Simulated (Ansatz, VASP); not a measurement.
## One calculation of KI, two programs

```
K I
1.0
     0.00000    3.53866    3.53866
     3.53866    0.00000    3.53866
     3.53866    3.53866    0.00000
K I
1 1
Direct
  0.99270 0.04524 0.98043
  0.45075 0.54033 0.54557
```

Alike in both runs: task single point; functional r2SCAN; k mesh 3 × 3 × 3; occupations fermi-dirac, width 0.05 eV; no spin polarisation.

|  | VASP | Ansatz |
| --- | --- | --- |
| version | VASP 6.6.1 | Ansatz 0.2.0 |
| potentials or method | VASP PAW PBE potentials, release 64 (K_sv, I), cutoff 550 eV | plane waves, PAW |
| valence electrons in the cell | 16 | 26 |

Ansatz gave:

- pressure (GPa): 0.5
- traceless stress, the component that is largest in VASP (GPa): -0.31
- rms of the force components (eV/Å): 0.193

Q: Which values does VASP return?

A: Pressure (GPa): 0.5; traceless stress, the component that is largest in VASP (GPa): -0.31; rms of the force components (eV/Å): 0.195.

VASP's potentials were made for PBE, not for r2SCAN. Atom by atom the forces differ by 0.002 eV/Å (rms over components). VASP's potentials hold 16 valence electrons a cell and Ansatz's 26, so a difference there can come from the potentials and not from the codes. Ansatz's warnings: stress scf threshold loose.

The k mesh is coarse, so the values compare programs but aren't converged. Neither program's run includes spin-orbit coupling.
